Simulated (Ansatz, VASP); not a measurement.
**SiO2 in VASP and in Ansatz**

File INCAR:

```
SYSTEM = SiO2
PREC = Accurate
ENCUT = 600
EDIFF = 1E-6
ISMEAR = -1
SIGMA = 0.08
LREAL = .FALSE.
LASPH = .TRUE.
NELM = 120
ALGO = Normal
ISIF = 2
LWAVE = .FALSE.
LCHARG = .FALSE.
NBANDS = 25
GGA_COMPAT = .FALSE.
```

Contents of KPOINTS:

```
regular mesh
0
G
  8 8 11
  0 0 0
```

The input POSCAR:

```
SiO2
1.0
    3.5179576180      0.0000000000      0.0000000000
    0.0000000000      3.5179576180      0.0000000000
    0.0000000000      0.0000000000      2.3016517546
Si O
2 4
Direct
    0.0000000000      0.0000000000      0.0000000000
    0.5000000000      0.5000000000      0.5000000000
    0.2981098298      0.2981098298      0.0000000000
    0.7018901702      0.7018901702      0.0000000000
    0.7981098298      0.2018901702      0.5000000000
    0.2018901702      0.7981098298      0.5000000000
```

Input for Ansatz:

```yaml
crystal:
  lattice:
    - [3.517957618, 0.0, 0.0]
    - [0.0, 3.517957618, 0.0]
    - [0.0, 0.0, 2.3016517546]
  atoms:
    - { symbol: Si, position: [0.0, 0.0, 0.0] }
    - { symbol: Si, position: [0.5, 0.5, 0.5] }
    - { symbol: O, position: [0.2981098298, 0.2981098298, 0.0] }
    - { symbol: O, position: [0.7018901702, 0.7018901702, 0.0] }
    - { symbol: O, position: [0.7981098298, 0.2018901702, 0.5] }
    - { symbol: O, position: [0.2018901702, 0.7981098298, 0.5] }
kpoints:
  mp_grid: { grid: [8, 8, 11] }
  band_path:
    path:
      - [0.0, 0.0, 0.0]
      - [0.0, 0.5, 0.0]
      - [0.5, 0.5, 0.0]
      - [0.0, 0.0, 0.0]
      - [0.0, 0.0, 0.5]
      - [0.0, 0.5, 0.5]
      - [0.5, 0.5, 0.5]
      - [0.0, 0.0, 0.5]
      - [0.0, 0.5, 0.0]
    npoints: 8
scf:
  occupations: { method: fermi_dirac, width: 0.08 }
hamiltonian:
  xc: lda
  pseudopotentials: { kind: all_electron, lapw: { basis_error: 0.001 } }
output:
  forces: true
  stress: true
  eigenvalues: true
  populations: true
  dos: { projected: true, de: 0.2, e_range: [-14, 8] }
```

Change from the starting cell: volume scaled by 0.62, LAPW.

Alike in both runs: task single point; functional LDA; k mesh 8 × 8 × 11; occupations fermi-dirac, width 0.08 eV; no spin polarisation.

```csv
,VASP,Ansatz
version,VASP 6.6.1,Ansatz 0.2.0
potentials or method,"VASP PAW LDA potentials, release 64 (Si, O), cutoff 600 eV","all-electron LAPW, scalar-relativistic"
```

|  | VASP | Ansatz | Ansatz less VASP |
| --- | --- | --- | --- |
| gap on the k mesh at the Fermi level (eV) | 6.81 | 6.86 | +0.054 |
| pressure (GPa) | 412.3 | 408.7 | -3.58 |
| traceless stress, the component that is largest in VASP (GPa) | 1.61 | 0.27 | -1.344 |
| rms of the force components (eV/Å) | 0.035 | 0.009 | -0.0253 |

LDA's correlation is that of Perdew and Zunger in VASP and of Perdew and Wang (1992) in Ansatz. Atom by atom the forces differ by 0.044 eV/Å (rms over components). Both programs put the cell under a high pressure, so it lies far from rest at this level. Ansatz ran all-electron here, and VASP with PAW potentials.

Noted on VASP's run: the cell as given lies far from equilibrium.
